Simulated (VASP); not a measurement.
# SnS (Pnma) in VASP: electric field gradients with r2SCAN

Aim: the electric field gradients of SnS with r2SCAN.

Program: VASP 6.6.1. These are calculated values, not measurements. Logs are shortened: lines on timing, memory, paths and dates and some standing lists are left out, and cuts for length are marked.

**1. The cell of the first run**

Symmetry: Pnma, No. 62, orthorhombic system. Conventional cell: a = 11.392 Å, b = 3.957 Å, c = 4.533 Å, α = 90.00°, β = 90.00°, γ = 90.00°. Sn (site symmetry m) has 6 S at 2.67 to 3.44 Å and 2 Sn at 3.60 Å within 3.7 Å. Within 3.5 Å of S (site symmetry m) lie 6 Sn at 2.67 to 3.44 Å.

**2. Electric field gradients, r2SCAN**

POSCAR reads:

```
SnS
1.0
   11.3920185100      0.0000000000      0.0000000000
    0.0000000000      3.9568552100      0.0000000000
    0.0000000000      0.0000000000      4.5328106900
Sn S
4 4
Direct
    0.6204228959      0.2500000000      0.3629076421
    0.3795771041      0.7500000000      0.6370923579
    0.8795771041      0.7500000000      0.8629076421
    0.1204228959      0.2500000000      0.1370923579
    0.3502725300      0.2500000000      0.0243631630
    0.6497274700      0.7500000000      0.9756368370
    0.1497274700      0.7500000000      0.5243631630
    0.8502725300      0.2500000000      0.4756368370
```

INCAR.step1 reads:

```
PREC = Accurate
ENCUT = 440
ISMEAR = -1
SIGMA = 0.01
LREAL = False
LASPH = True
NELM = 120
NBANDS = 50
GGA = PE
ALGO = Normal
EDIFF = 1E-5
LWAVE = True
LCHARG = False
GGA_COMPAT = False
```

INCAR.step2 reads:

```
PREC = Accurate
ENCUT = 440
EDIFF = 1E-8
ISMEAR = -1
SIGMA = 0.01
LREAL = False
LASPH = True
NELM = 120
ALGO = Normal
ISIF = 2
LWAVE = False
LCHARG = False
METAGGA = R2SCAN
LMIXTAU = True
LEFG = True
NBANDS = 50
ISTART = 1
GGA_COMPAT = False
```

KPOINTS reads:

```
regular mesh
0
Gamma
  3 8 7
```

Potentials or basis: VASP PAW PBE potentials, release 64 (Sn_d, S).

Launch:

```bash
$ cat potpaw_PBE.64/Sn_d/POTCAR potpaw_PBE.64/S/POTCAR > POTCAR
$ cp INCAR.step1 INCAR
$ mpirun -np 1 vasp_std > vasp.out
$ cp INCAR.step2 INCAR
$ mpirun -np 1 vasp_std > vasp.out
```

OUTCAR:

```text
PREC = Accurate
   ENCUT = 440
   EDIFF = 1E-8
   ISMEAR = -1
   LREAL = False
   LASPH = True
   NELM = 120
   ISIF = 2
   METAGGA = R2SCAN
   ISTART = 1

 ion  position               nearest neighbor table
   1  0.620  0.250  0.363-   6 2.67   6 2.67   8 2.67   2 3.60   2 3.60
   2  0.380  0.750  0.637-   5 2.67   5 2.67   7 2.67   1 3.60   1 3.60
   3  0.880  0.750  0.863-   8 2.67   8 2.67   6 2.67   4 3.60   4 3.60
   4  0.120  0.250  0.137-   7 2.67   7 2.67   5 2.67   3 3.60   3 3.60
   5  0.350  0.250  0.024-   2 2.67   2 2.67   4 2.67
   6  0.650  0.750  0.976-   1 2.67   1 2.67   3 2.67
   7  0.150  0.750  0.524-   4 2.67   4 2.67   2 2.67
   8  0.850  0.250  0.476-   3 2.67   3 2.67   1 2.67

  LATTYP: Found a simple orthorhombic cell.
 ALAT       =     3.9568552100
 B/A-ratio  =     1.1455588970
 C/A-ratio  =     2.8790587235

  Lattice vectors:

 A1 = (   0.0000000000,   3.9568552100,   0.0000000000)
 A2 = (   0.0000000000,   0.0000000000,   4.5328106900)
 A3 = (  11.3920185100,   0.0000000000,   0.0000000000)

Analysis of symmetry for initial positions (statically):
=====================================================================
 Subroutine PRICEL returns:
 Original cell was already a primitive cell.

 Routine SETGRP: Setting up the symmetry group for a
 simple orthorhombic supercell.

 Subroutine GETGRP returns: Found  8 space group operations
 (whereof  2 operations were pure point group operations)
 out of a pool of  8 trial point group operations.

The static configuration has the point symmetry S_2 .
 The point group associated with its full space group is D_2h.

Analysis of symmetry for dynamics (positions and initial velocities):
=====================================================================
 Subroutine PRICEL returns:
 Original cell was already a primitive cell.

 Routine SETGRP: Setting up the symmetry group for a
 simple orthorhombic supercell.

 Subroutine GETGRP returns: Found  8 space group operations
 (whereof  2 operations were pure point group operations)
 out of a pool of  8 trial point group operations.

The dynamic configuration has the point symmetry S_2 .
 The point group associated with its full space group is D_2h.

 Subroutine INISYM returns: Found  8 space group operations
 (whereof  2 operations are pure point group operations),
 and found     1 'primitive' translations

----------------------------------------------------------------------------------------

                                     Primitive cell

  volume of cell :     204.3235

  direct lattice vectors                    reciprocal lattice vectors
    11.392018510  0.000000000  0.000000000     0.087780756  0.000000000  0.000000000
     0.000000000  3.956855210  0.000000000     0.000000000  0.252725952  0.000000000
     0.000000000  0.000000000  4.532810690     0.000000000  0.000000000  0.220613670

  length of vectors
    11.392018510  3.956855210  4.532810690     0.087780756  0.252725952  0.220613670

  position of ions in fractional coordinates (direct lattice)
     0.620422896  0.250000000  0.362907642
     0.379577104  0.750000000  0.637092358
     0.879577104  0.750000000  0.862907642
     0.120422896  0.250000000  0.137092358
     0.350272530  0.250000000  0.024363163
     0.649727470  0.750000000  0.975636837
     0.149727470  0.750000000  0.524363163
     0.850272530  0.250000000  0.475636837

  ion indices of the primitive-cell ions
   primitive index   ion index
                 1           1
                 2           2
                 3           3
                 4           4
                 5           5
                 6           6
                 7           7
                 8           8

----------------------------------------------------------------------------------------

 KPOINTS: regular mesh

Automatic generation of k-mesh.
[... 66 lines left out ...]
   EDIFF  = 0.1E-07   stopping-criterion for ELM
   LREAL  =      F    real-space projection
   EDIFFG = 0.1E-06   stopping-criterion for IOM
   NSW    =      0    number of steps for IOM
   IBRION =     -1    ionic relax: 0-MD 1-quasi-New 2-CG
   NFREE  =      0    steps in history (QN), initial steepest desc. (CG)
   ISIF   =      2    stress and relaxation
   ISYM   =      2    0-nonsym 1-usesym 2-fastsym
   POTIM  = 0.5000    time-step for ionic-motion
   TEBEG  =    0.0;   TEEND  =   0.0 temperature during run
   PSTRESS=    0.0 pullay stress
   NELECT =      80.0000    total number of electrons
   NUPDOWN=      -1.0000    fix difference up-down
   EMIN   =  10.00;   EMAX   =-10.00  energy-range for DOS
   EFERMI =   0.00;   METHOD = LEGACY
   ISMEAR =    -1;   SIGMA  =   0.01  broadening in eV -4-tet -1-fermi 0-gaus
   EFERMI_NEDOS =   21; number of points for ismear=-14 and -15
   IALGO  =     38    algorithm
   IMIX   =      4    mixing-type and parameters
     AMIX     =   0.40;   BMIX     =  1.00
     AMIX_MAG =   1.60;   BMIX_MAG =  1.00
  volume/ion in A,a.u.               =      25.54       172.36
  Fermi-wavevector in a.u.,A,eV,Ry     =   1.197656  2.263241 19.515916  1.434379
  Thomas-Fermi vector in A             =   2.333565
   LORBIT       =      0    0 simple, 1 ext, 2 COOP (PROOUT), +10 PAW based schemes
   METAGGA = R2SCAN    functional components
   LHFCALC =     F    Hartree Fock is set to
   AEXX    =    0.0000 exact exchange contribution
   IVDW    =     0    specifies the selected vdW correction
   LEPSILON=     F    determine dielectric tensor
   LRPA    =     F    only Hartree local field effects (RPA)
 non-spin polarized calculation
  energy-cutoff  :      440.00
  volume of cell :      204.32
 maximum number of plane-waves:      4314
 NGX is ok and might be reduce to    80
   NGX = 39   NGY = 13   NGZ = 15

 number of electron      80.0000019 magnetization

 Free energy of the ion-electron system (eV)
  ---------------------------------------------------
  ext. energy  EPLUGINS =         0.00000000
  ---------------------------------------------------
  free energy    TOTEN  =      -134.85930880 eV

  energy without entropy =     -134.85930880  energy(sigma->0) =     -134.85930880

 E-fermi :   5.6535     XC(G=0): -10.1566

 val. band max:        5.4452371582   @ k =   0.0000   0.0000   0.4286
 cond. band min:       6.5503979587   @ k =   0.0000   0.3750   0.0000
 fundamental gap:      1.1051608005
 Fermi energy:         5.6534749722

 k-point     1 :       0.0000    0.0000    0.0000
  band No.  band energies     occupation
      1     -16.4769      2.00000
      2     -16.4622      2.00000
      3     -16.4537      2.00000
      4     -16.4448      2.00000
      5     -16.4405      2.00000
      6     -16.4371      2.00000
[... 1261 lines left out ...]
     49      10.1048      0.00000
     50      10.3061      0.00000

 [... further k-points ...]
[... 5 lines left out ...]
  --------------------------------------------------------------------------------------
  -------------------------------------------------------------------------------------
  Total       -1.4401107     -0.8057362     -1.1309045      0.0000000     -0.0000000      0.0000000
  in kB      -11.2924466     -6.3180791     -8.8678449      0.0000000     -0.0000000      0.0000000
  external PRESSURE =      -8.8261235 kB  Pullay stress =       0.0000000 kB

 VOLUME and BASIS-vectors are now :
 -----------------------------------------------------------------------------
  energy-cutoff  :      440.00
  volume of cell :      204.32
      direct lattice vectors                 reciprocal lattice vectors
    11.392018510  0.000000000  0.000000000     0.087780756  0.000000000  0.000000000
     0.000000000  3.956855210  0.000000000     0.000000000  0.252725952  0.000000000
     0.000000000  0.000000000  4.532810690     0.000000000  0.000000000  0.220613670

 POSITION                                       TOTAL-FORCE (eV/Angst)
 -----------------------------------------------------------------------------------
      7.06787      0.98921      1.64499         0.138767      0.000000     -0.132988
      4.32415      2.96764      2.88782        -0.138767     -0.000000      0.132988
     10.02016      2.96764      3.91140        -0.138767     -0.000000     -0.132988
      1.37186      0.98921      0.62141         0.138767     -0.000000      0.132988
      3.99031      0.98921      0.11043        -0.122694     -0.000000     -0.152280
      7.40171      2.96764      4.42238         0.122694     -0.000000      0.152280
      1.70570      2.96764      2.37684         0.122694     -0.000000     -0.152280
      9.68632      0.98921      2.15597        -0.122694      0.000000      0.152280
 -----------------------------------------------------------------------------------
    total drift:                                0.000000      0.000000     -0.000000

  FREE ENERGIE OF THE ION-ELECTRON SYSTEM (eV)
  ---------------------------------------------------
  free  energy   TOTEN  =      -134.8593088025 eV

  energy  without entropy=     -134.8593088025  energy(sigma->0) =     -134.85930880

 Electric field gradients (V/A^2)
---------------------------------------------------------------------
 ion       V_xx      V_yy      V_zz      V_xy      V_xz      V_yz
---------------------------------------------------------------------
   1     -43.885    39.204     4.680    -0.000   100.568    -0.000
   2     -43.885    39.204     4.680    -0.000   100.568    -0.000
   3     -43.885    39.204     4.680     0.000  -100.568     0.000
   4     -43.885    39.204     4.680     0.000  -100.568     0.000
   5     -13.395    18.183    -4.788    -0.000   -29.563     0.000
   6     -13.395    18.183    -4.788     0.000   -29.563    -0.000
   7     -13.395    18.183    -4.788     0.000    29.563     0.000
   8     -13.395    18.183    -4.788     0.000    29.563     0.000
---------------------------------------------------------------------

 Electric field gradients after diagonalization (V/A^2)
 (convention: |V_zz| > |V_xx| > |V_yy|)
----------------------------------------------------------------------
 ion       V_xx      V_yy      V_zz     asymmetry (V_yy - V_xx)/ V_zz
----------------------------------------------------------------------
   1      83.856    39.204  -123.060       0.363
   2      83.856    39.204  -123.060       0.363
   3      83.856    39.204  -123.060       0.363
   4      83.856    39.204  -123.060       0.363
   5      20.783    18.183   -38.966       0.067
   6      20.783    18.183   -38.966       0.067
   7      20.783    18.183   -38.966       0.067
   8      20.783    18.183   -38.966       0.067
----------------------------------------------------------------------

           NMR quadrupolar parameters

 Cq : quadrupolar parameter    Cq=e*Q*V_zz/h
 eta: asymmetry parameters     (V_yy - V_xx)/ V_zz
 Q  : nuclear electric quadrupole moment in mb (millibarn)
----------------------------------------------------------------------
 ion       Cq(MHz)       eta       Q (mb)
----------------------------------------------------------------------
   1      -0.298       0.363       1.000
   2      -0.298       0.363       1.000
   3      -0.298       0.363       1.000
   4      -0.298       0.363       1.000
   5      -0.094       0.067       1.000
   6      -0.094       0.067       1.000
   7      -0.094       0.067       1.000
   8      -0.094       0.067       1.000
----------------------------------------------------------------------
```

Run time: 27 min. Hardware: 1 thread of Oxide Virtual Turin-like, shared host; peak memory 0.39 GiB.

Results:

- Free energy: -134.8593 eV
- Pressure: -0.9 GPa
- Largest force: 0.196 eV/Å
- Band gap on the k mesh: 1.11 eV (least direct gap 1.59 eV)
- Largest electric field gradient by atom: Sn -123.1; S -39.0 V/Å²

Forces in eV/Å, atoms in the order of the input:
```
Sn   0.139  0.000 -0.133
Sn  -0.139  0.000  0.133
Sn  -0.139  0.000 -0.133
Sn   0.139  0.000  0.133
S   -0.123  0.000 -0.152
S    0.123  0.000  0.152
S    0.123  0.000 -0.152
S   -0.123  0.000  0.152
```

Electric field gradients, principal values (V/Å²):
```tsv
atom	least	middle	greatest (by size)
1 Sn	39.204	83.856	-123.060
2 Sn	39.204	83.856	-123.060
3 Sn	39.204	83.856	-123.060
4 Sn	39.204	83.856	-123.060
5 S	18.183	20.783	-38.966
6 S	18.183	20.783	-38.966
7 S	18.183	20.783	-38.966
8 S	18.183	20.783	-38.966
```

Caveat: without QUAD_EFG the Cq values of the log hold for a quadrupole moment of 1 mb, not for the nuclei; the PAW data sets were made with another functional, which shifts forces and pressure a little; spin-orbit coupling is left out, which moves the levels of the heavy elements. A k mesh can miss the band edges.
